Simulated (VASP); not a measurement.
# CdSe (Fm-3m) in VASP: notebook

The runs below take CdSe through single point, with PBE.

All numbers are computed with VASP 6.6.1; they aren't measurements. Logs are shortened: lines on timing, memory, paths and dates and some standing lists are left out, and cuts for length are marked.

### Step 1. The cell of the first run

The structure is cubic, space group Fm-3m (No. 225). The conventional cell has a = 5.922 Å, b = 5.922 Å, c = 5.922 Å, α = 90.00°, β = 90.00°, γ = 90.00°. Cd (site symmetry m-3m) has 6 Se at 2.96 Å within 3.9 Å. Se (site symmetry m-3m) has 6 Cd at 2.96 Å within 3.9 Å.

### Step 2. Single point, PBE (25.97 Å³/atom)

The input, INCAR:

```
ALGO     = Normal         # electronic algorithm
EDIFF    = 1E-6           # SCF threshold, eV
ENCUT    = 520            # plane-wave cutoff, eV
GGA      = PE             # functional
ISIF     = 2              # what is computed and relaxed
ISMEAR   = 0              # smearing method
LASPH    = T              # aspherical terms in the spheres
LCHARG   = T              # write CHGCAR
LELF     = T              # ELF
LREAL    = F              # projectors in reciprocal space
LVHAR    = T            
LWAVE    = F              # write WAVECAR
NBANDS   = 16             # bands
NELM     = 60             # most SCF steps
PREC     = Accurate       # precision mode
SIGMA    = 0.1            # smearing width, eV
```

The input, KPOINTS:

```
k-points
0
Gamma
  12 12 12
```

The input, POSCAR:

```
CdSe
1.0
    0.0000000000      2.9611894551      2.9611894551
    2.9611894551      0.0000000000      2.9611894551
    2.9611894551      2.9611894551      0.0000000000
Cd Se
1 1
Direct
    0.0000000000      0.0000000000      0.0000000000
    0.5000000000      0.5000000000      0.5000000000
```

Potentials or basis: VASP PAW PBE potentials, release 64 (Cd, Se).

Started as:

```sh
$ cat potpaw_PBE.64/Cd/POTCAR potpaw_PBE.64/Se/POTCAR > POTCAR
$ mpirun -np 1 vasp_std > vasp.out
```

OUTCAR:

```text
EDIFF = 1E-6
   ENCUT = 520
   GGA = PE
   ISIF = 2
   ISMEAR = 0
   LASPH = T
   LREAL = F
   NELM = 60
   PREC = Accurate

 ion  position               nearest neighbor table
   1  0.000  0.000  0.000-   2 2.96   2 2.96   2 2.96   2 2.96   2 2.96   2 2.96
   2  0.500  0.500  0.500-   1 2.96   1 2.96   1 2.96   1 2.96   1 2.96   1 2.96

  LATTYP: Found a face centered cubic cell.
 ALAT       =     5.9223789102

  Lattice vectors:

 A1 = (   0.0000000000,   2.9611894551,   2.9611894551)
 A2 = (   2.9611894551,   0.0000000000,   2.9611894551)
 A3 = (   2.9611894551,   2.9611894551,   0.0000000000)

Analysis of symmetry for initial positions (statically):
=====================================================================
 Subroutine PRICEL returns:
 Original cell was already a primitive cell.

 Routine SETGRP: Setting up the symmetry group for a
 face centered cubic supercell.

 Subroutine GETGRP returns: Found 48 space group operations
 (whereof 48 operations were pure point group operations)
 out of a pool of 48 trial point group operations.

The static configuration has the point symmetry O_h .

Analysis of symmetry for dynamics (positions and initial velocities):
=====================================================================
 Subroutine PRICEL returns:
 Original cell was already a primitive cell.

 Routine SETGRP: Setting up the symmetry group for a
 face centered cubic supercell.

 Subroutine GETGRP returns: Found 48 space group operations
 (whereof 48 operations were pure point group operations)
 out of a pool of 48 trial point group operations.

The dynamic configuration has the point symmetry O_h .

 Subroutine INISYM returns: Found 48 space group operations
 (whereof 48 operations are pure point group operations),
 and found     1 'primitive' translations

----------------------------------------------------------------------------------------

                                     Primitive cell

  volume of cell :      51.9312

  direct lattice vectors                    reciprocal lattice vectors
     0.000000000  2.961189455  2.961189455    -0.168851067  0.168851067  0.168851067
     2.961189455  0.000000000  2.961189455     0.168851067 -0.168851067  0.168851067
     2.961189455  2.961189455  0.000000000     0.168851067  0.168851067 -0.168851067

  length of vectors
     4.187754288  4.187754288  4.187754288     0.292458627  0.292458627  0.292458627

  position of ions in fractional coordinates (direct lattice)
     0.000000000  0.000000000  0.000000000
     0.500000000  0.500000000  0.500000000

  ion indices of the primitive-cell ions
   primitive index   ion index
                 1           1
                 2           2

----------------------------------------------------------------------------------------

 KPOINTS: k-points

Automatic generation of k-mesh.
 Grid dimensions read from file:
 generate k-points for:   12   12   12

 Generating k-lattice:

  Cartesian coordinates                     Fractional coordinates (reciprocal lattice)
    -0.014070922  0.014070922  0.014070922     0.083333333  0.000000000  0.000000000
     0.014070922 -0.014070922  0.014070922     0.000000000  0.083333333  0.000000000
     0.014070922  0.014070922 -0.014070922     0.000000000  0.000000000  0.083333333

  Length of vectors
     0.024371552  0.024371552  0.024371552

  Shift w.r.t. Gamma in fractional coordinates (k-lattice)
     0.000000000  0.000000000  0.000000000

 Subroutine IBZKPT returns following result:
 ===========================================

 Found     72 irreducible k-points:

 Following reciprocal coordinates:
            Coordinates               Weight
  0.000000  0.000000  0.000000      1.000000
  0.083333  0.000000  0.000000      8.000000
  0.166667  0.000000  0.000000      8.000000
  0.250000  0.000000  0.000000      8.000000
  0.333333  0.000000  0.000000      8.000000
  0.416667  0.000000  0.000000      8.000000
[... 16 lines left out ...]
  0.500000  0.166667  0.000000     24.000000
 -0.416667  0.166667  0.000000     24.000000
 [... further k-points ...]
   k-points           NKPTS =     72   k-points in BZ     NKDIM =     72   number of bands    NBANDS=     16
   number of dos      NEDOS =    301   number of ions     NIONS =      2
   total plane-waves  NPLWV =  32768
   dimension x,y,z NGX =    32 NGY =   32 NGZ =   32
   dimension x,y,z NGXF=    64 NGYF=   64 NGZF=   64
   ions per type =               1   1
   NGX,Y,Z   is equivalent  to a cutoff of  12.70, 12.70, 12.70 a.u.
   NGXF,Y,Z  is equivalent  to a cutoff of  25.41, 25.41, 25.41 a.u.
 SYSTEM =  unknown system
   PREC   = accura    normal or accurate (medium, high low for compatibility)
   ISTART =      0    job   : 0-new  1-cont  2-samecut
   ICHARG =      2    charge: 1-file 2-atom 10-const
   ISPIN  =      1    spin polarized calculation?
   LNONCOLLINEAR =      F non collinear calculations
   LSORBIT =      F    spin-orbit coupling
[... 26 lines left out ...]
  Thomas-Fermi vector in A             =   2.286644
   LORBIT       =      0    0 simple, 1 ext, 2 COOP (PROOUT), +10 PAW based schemes
   GGA     = PE    functional components
   LHFCALC =     F    Hartree Fock is set to
   AEXX    =    0.0000 exact exchange contribution
   IVDW    =     0    specifies the selected vdW correction
   LEPSILON=     F    determine dielectric tensor
   LRPA    =     F    only Hartree local field effects (RPA)
 non-spin polarized calculation
 Gauss-broadening in eV      SIGMA  =   0.10
  energy-cutoff  :      520.00
  volume of cell :       51.93
 maximum number of plane-waves:      1424
   NGX = 15   NGY = 15   NGZ = 15

 number of electron      18.0000001 magnetization

 Free energy of the ion-electron system (eV)
  ---------------------------------------------------
  ext. energy  EPLUGINS =         0.00000000
  ---------------------------------------------------
  free energy    TOTEN  =        -5.13890698 eV

  energy without entropy =       -5.13564564  energy(sigma->0) =       -5.13727631

 E-fermi :   1.5381     XC(G=0):  -9.5777

 val. band max:        1.4952800879   @ k =  -0.2500   0.1667   0.0000
 cond. band min:       1.5501514192   @ k =   0.5000   0.4167   0.0000
 fundamental gap:      0.0548713313
 Fermi energy:         1.5381409203

 k-point     1 :       0.0000    0.0000    0.0000
  band No.  band energies     occupation
      1     -10.8794      2.00000
      2      -6.2595      2.00000
      3      -6.2595      2.00000
      4      -6.2467      2.00000
      5      -6.2467      2.00000
      6      -6.2467      2.00000
[... 8 lines left out ...]
     15      10.8070      0.00000
     16      10.8070      0.00000

 k-point     2 :       0.0833    0.0000    0.0000
  band No.  band energies     occupation
      1     -10.8386      2.00000
      2      -6.2695      2.00000
      3      -6.2695      2.00000
      4      -6.2490      2.00000
      5      -6.2408      2.00000
      6      -6.2408      2.00000
[... 8 lines left out ...]
     15      10.6177      0.00000
     16      10.8792      0.00000

 k-point     3 :       0.1667    0.0000    0.0000
  band No.  band energies     occupation
      1     -10.7229      2.00000
      2      -6.2990      2.00000
      3      -6.2990      2.00000
      4      -6.2568      2.00000
      5      -6.2223      2.00000
      6      -6.2223      2.00000
[... 8 lines left out ...]
     15      10.9089      0.00000
     16      10.9089      0.00000

 k-point     4 :       0.2500    0.0000    0.0000
  band No.  band energies     occupation
      1     -10.5536      2.00000
      2      -6.3391      2.00000
      3      -6.3391      2.00000
      4      -6.2719      2.00000
      5      -6.1963      2.00000
      6      -6.1963      2.00000
[... 8 lines left out ...]
     15      11.5391      0.00000
     16      11.5391      0.00000
[... 324 lines left out ...]
 k-point    22 :       0.4167    0.1667    0.0000
  band No.  band energies     occupation
      1     -10.2867      2.00000
      2      -6.3299      2.00000
      3      -6.3170      2.00000
      4      -6.2863      2.00000
      5      -6.1584      2.00000
      6      -6.1431      2.00000
[... 8 lines left out ...]
     15      13.6789      0.00000
     16      14.2500      0.00000

 k-point    23 :       0.5000    0.1667    0.0000
  band No.  band energies     occupation
      1     -10.1890      2.00000
      2      -6.3651      2.00000
      3      -6.3092      2.00000
      4      -6.2880      2.00000
      5      -6.1369      2.00000
      6      -6.1368      2.00000
[... 8 lines left out ...]
     15      14.0707      0.00000
     16      14.3237      0.00000

 k-point    24 :      -0.4167    0.1667    0.0000
  band No.  band energies     occupation
      1     -10.1691      2.00000
      2      -6.3885      2.00000
      3      -6.3232      2.00000
      4      -6.2741      2.00000
      5      -6.1447      2.00000
      6      -6.1243      2.00000
[... 8 lines left out ...]
     15      13.2365      0.00000
     16      13.3785      0.00000

 [... further k-points ...]

------------------------ aborting loop because EDIFF is reached ----------------------------------------

  FORCE on cell =-STRESS in cart. coord.  units (eV):
  Direction    XX          YY          ZZ          XY          YZ          ZX
  --------------------------------------------------------------------------------------
  -------------------------------------------------------------------------------------
  Total       -1.4040190     -1.4040190     -1.4040190     -0.0000000      0.0000000      0.0000000
  in kB      -43.3166624    -43.3166624    -43.3166624     -0.0000000      0.0000000      0.0000000
  external PRESSURE =     -43.3166624 kB  Pullay stress =       0.0000000 kB

 VOLUME and BASIS-vectors are now :
 -----------------------------------------------------------------------------
  energy-cutoff  :      520.00
  volume of cell :       51.93
      direct lattice vectors                 reciprocal lattice vectors
     0.000000000  2.961189455  2.961189455    -0.168851067  0.168851067  0.168851067
     2.961189455  0.000000000  2.961189455     0.168851067 -0.168851067  0.168851067
     2.961189455  2.961189455  0.000000000     0.168851067  0.168851067 -0.168851067

 POSITION                                       TOTAL-FORCE (eV/Angst)
 -----------------------------------------------------------------------------------
      0.00000      0.00000      0.00000         0.000000      0.000000     -0.000000
      2.96119      2.96119      2.96119         0.000000     -0.000000      0.000000
 -----------------------------------------------------------------------------------
    total drift:                                0.000000     -0.000000     -0.000000

  FREE ENERGIE OF THE ION-ELECTRON SYSTEM (eV)
  ---------------------------------------------------
  free  energy   TOTEN  =        -5.1389069800 eV

  energy  without entropy=       -5.1356456415  energy(sigma->0) =       -5.13727631
```

Run time: 60 s. Hardware: 1 thread of Intel Xeon 8259CL, shared host; peak memory 0.21 GiB.

Results:

- Free energy: -5.1389 eV
- Pressure: -4.3 GPa
- Band gap on the k mesh: zero (bands 9 and 10 overlap by 0.42 eV)

Levels at points of the mesh, in eV from the Fermi level:
```
           k point  band 5  band 6  band 7  band 8  band 9  band 10  band 11  band 12  band 13  band 14
(0.00, 0.00, 0.00)   -7.78   -7.78   -0.51   -0.51   -0.51    -0.25     8.55     8.55     8.55     9.27
(0.50, 0.00, 0.00)   -7.68   -7.68   -4.51   -0.08   -0.08     3.04     5.22     5.25     5.25    10.84
(0.50, 0.50, 0.00)   -7.64   -7.29   -3.56   -1.76   -1.76    -0.46     5.56     9.05     9.64     9.64
```

Caveat: the cell stands under tension; semilocal functionals underestimate gaps, so a narrow gap can read as zero.

### Step 3. Single point, PBE (22.19 Å³/atom)

This run uses another cell than the first one, of 22.19 Å³/atom.

The input, INCAR:

```
ALGO = Normal ; EDIFF = 1E-6
ENCUT = 520 ; GGA = PE
ISIF = 2 ; ISMEAR = 0
LASPH = T ; LCHARG = F
LREAL = F ; LWAVE = F
NBANDS = 16 ; NELM = 100
PREC = Accurate ; SIGMA = 0.1
```

KPOINTS is that of step 2.

The input, POSCAR:

```
CdSe
1.0
    0.0000000000      2.8100319222      2.8100319222
    2.8100319222      0.0000000000      2.8100319222
    2.8100319222      2.8100319222      0.0000000000
Cd Se
1 1
Direct
    0.0000000000      0.0000000000      0.0000000000
    0.5000000000      0.5000000000      0.5000000000
```

Potentials or basis: VASP PAW PBE potentials, release 64 (Cd, Se).

Started as:

```sh
$ cat potpaw_PBE.64/Cd/POTCAR potpaw_PBE.64/Se/POTCAR > POTCAR
$ mpirun -np 1 vasp_std > vasp.out
```

Run time: 70 s. Hardware: 1 thread of Intel Xeon 8259CL, shared host; peak memory 0.2 GiB.

It converged, with:

```
Free energy            : -5.1617 eV
Pressure               : 4.8 GPa
Band gap on the k mesh : zero (bands 9 and 10 overlap by 0.45 eV)
```

Levels at points of the mesh, in eV from the Fermi level:
```tsv
k point	band 7	band 8	band 9	band 10	band 11	band 12
(0.00, 0.00, 0.00)	-0.74	-0.74	-0.74	0.33	8.67	8.67
(0.50, 0.00, 0.00)	-5.30	-0.07	-0.07	2.96	5.22	5.22
(0.50, 0.50, 0.00)	-4.54	-2.33	-2.33	-0.49	5.35	10.17
```

Caveat: the cell stands under pressure; semilocal functionals underestimate gaps, so a narrow gap can read as zero.

### Step 4. Single point, PBE (22.90 Å³/atom)

This run uses another cell than the first one, of 22.90 Å³/atom.

The input, INCAR:

```
SYSTEM = CdSe
ALGO = Normal
EDIFF = 1E-6
ENCUT = 520
GGA = PE
ISIF = 2
ISMEAR = 0
LASPH = .True.
LCHARG = .True.
LELF = .True.
LREAL = .False.
LVHAR = .True.
LWAVE = .False.
NBANDS = 16
NELM = 80
PREC = Accurate
SIGMA = 0.1
```

The input, KPOINTS:

```
k-points
0
Gamma
  12 12 12
  0 0 0
```

The input, POSCAR:

```
CdSe
1.0
    0.0000000000      2.8396133794      2.8396133794
    2.8396133794      0.0000000000      2.8396133794
    2.8396133794      2.8396133794      0.0000000000
Cd Se
1 1
Direct
    0.0000000000      0.0000000000      0.0000000000
    0.5000000000      0.5000000000      0.5000000000
```

Started as:

```sh
$ cat potpaw_PBE.64/Cd/POTCAR potpaw_PBE.64/Se/POTCAR > POTCAR
$ mpirun -np 1 vasp_std > vasp.out
```

Run time: 74 s. Hardware: 1 thread of Intel Xeon 8259CL, shared host; peak memory 0.21 GiB.

The run converged. Its results:

| Property | Result |
| --- | --- |
| Free energy | -5.1928 eV |
| Pressure | 2.3 GPa |
| Band gap on the k mesh | zero (bands 9 and 10 overlap by 0.44 eV) |

Levels at points of the mesh, in eV from the Fermi level:
```tsv
k point	band 5	band 6	band 7	band 8	band 9	band 10	band 11	band 12	band 13	band 14
(0.00, 0.00, 0.00)	-7.99	-7.99	-0.69	-0.69	-0.69	0.20	8.65	8.65	8.65	9.93
(0.50, 0.00, 0.00)	-7.84	-7.84	-5.13	-0.07	-0.07	2.98	5.24	5.24	6.17	11.35
(0.50, 0.50, 0.00)	-7.79	-7.25	-4.33	-2.20	-2.20	-0.48	5.40	9.94	10.53	10.53
```

Caveat: semilocal functionals underestimate gaps, so a narrow gap can read as zero.

### Step 5. Single point, PBE

This run uses another cell than the first one, of 23.61 Å³/atom.

The input, INCAR:

```
ALGO = Normal
EDIFF = 1E-7
ENCUT = 520
GGA = PE
ISIF = 2
ISMEAR = 0
LASPH = T
LCHARG = T
LELF = T
LREAL = F
LVHAR = T
LWAVE = F
NBANDS = 16
NELM = 80
PREC = Accurate
SIGMA = 0.1
```

The input, KPOINTS:

```
k-points
0
Gamma
  12 12 12
```

The input, POSCAR:

```
CdSe
1.0
    0.0000000000      2.8685910275      2.8685910275
    2.8685910275      0.0000000000      2.8685910275
    2.8685910275      2.8685910275      0.0000000000
Cd Se
1 1
Direct
    0.0000000000      0.0000000000      0.0000000000
    0.5000000000      0.5000000000      0.5000000000
```

Started as:

```sh
$ cat potpaw_PBE.64/Cd/POTCAR potpaw_PBE.64/Se/POTCAR > POTCAR
$ mpirun -np 1 vasp_std > vasp.out
```

Run time: 1.8 min. Hardware: 1 thread of Intel Xeon 8259CL, shared host; peak memory 0.21 GiB.

The run converged. Its results:

- Free energy: -5.2044 eV
- Pressure: 0.3 GPa
- Band gap on the k mesh: zero (bands 9 and 10 overlap by 0.43 eV)

Levels at points of the mesh, in eV from the Fermi level:
| k point | band 7 | band 8 | band 9 | band 10 | band 11 | band 12 |
| --- | --- | --- | --- | --- | --- | --- |
| (0.00, 0.00, 0.00) | -0.64 | -0.64 | -0.64 | 0.08 | 8.63 | 8.63 |
| (0.50, 0.00, 0.00) | -4.98 | -0.08 | -0.08 | 3.00 | 5.24 | 5.24 |
| (0.50, 0.50, 0.00) | -4.13 | -2.09 | -2.09 | -0.47 | 5.44 | 9.72 |

Caveat: semilocal functionals underestimate gaps, so a narrow gap can read as zero.

### Step 6. Single point, PBE (24.31 Å³/atom)

This run uses another cell than the first one, of 24.31 Å³/atom.

The input, INCAR:

```
PREC     = Accurate       # precision mode
ENCUT    = 520            # plane-wave cutoff, eV
EDIFF    = 1E-6           # SCF threshold, eV
ISMEAR   = 0              # smearing method
SIGMA    = 0.1            # smearing width, eV
LREAL    = F              # projectors in reciprocal space
LASPH    = T              # aspherical terms in the spheres
NELM     = 100            # most SCF steps
ALGO     = Normal         # electronic algorithm
ISIF     = 2              # what is computed and relaxed
LWAVE    = F              # write WAVECAR
LCHARG   = T              # write CHGCAR
GGA      = PE             # functional
LELF     = T              # ELF
LVHAR    = T            
NBANDS   = 16             # bands
```

The input, KPOINTS:

```
Automatic mesh
0
Gamma
  12 12 12
```

The input, POSCAR:

```
CdSe
1.0
    0.0000000000      2.8969947661      2.8969947661
    2.8969947661      0.0000000000      2.8969947661
    2.8969947661      2.8969947661      0.0000000000
Cd Se
1 1
Direct
    0.0000000000      0.0000000000      0.0000000000
    0.5000000000      0.5000000000      0.5000000000
```

Potentials or basis: VASP PAW PBE potentials, release 64 (Cd, Se).

Started as:

```sh
$ cat potpaw_PBE.64/Cd/POTCAR potpaw_PBE.64/Se/POTCAR > POTCAR
$ mpirun -np 1 vasp_std > vasp.out
```

Wall time 90 s (1 thread of Intel Xeon 8259CL, shared host); peak memory 0.21 GiB.

Results (log left out):

```
Free energy            : -5.1996 eV
Pressure               : -1.4 GPa
Band gap on the k mesh : zero (bands 9 and 10 overlap by 0.43 eV)
```

Levels at points of the mesh, in eV from the Fermi level:
| k point | band 7 | band 8 | band 9 | band 10 | band 11 | band 12 |
| --- | --- | --- | --- | --- | --- | --- |
| (0.00, 0.00, 0.00) | -0.60 | -0.60 | -0.60 | -0.03 | 8.60 | 8.60 |
| (0.50, 0.00, 0.00) | -4.83 | -0.08 | -0.08 | 3.02 | 5.25 | 5.25 |
| (0.50, 0.50, 0.00) | -3.95 | -1.98 | -1.98 | -0.47 | 5.48 | 9.51 |

Caveat: semilocal functionals underestimate gaps, so a narrow gap can read as zero.

### Step 7. Summary

```csv
cell,gap on the mesh (eV),pressure (GPa)
"a = 4.188 Å, angles 60.0°, 2 atoms",none,-4.3
"a = 3.974 Å, angles 60.0°, 2 atoms",none,4.8
"a = 4.016 Å, angles 60.0°, 2 atoms",none,2.3
"a = 4.057 Å, angles 60.0°, 2 atoms",none,0.3
"a = 4.097 Å, angles 60.0°, 2 atoms",none,-1.4
```

Alike in all rows: task single point; level PBE; potentials or basis VASP PAW PBE potentials, release 64 (Cd, Se); no spin polarisation; k mesh 12 × 12 × 12; cutoff (eV) 520; smearing gaussian 0.1 eV.

Caveats: semilocal functionals underestimate gaps, so a narrow gap can read as zero; the cell stands under tension (at least some runs); the cell stands under pressure (at least some runs).

Absolute energies hang on the potentials; compare differences alone.
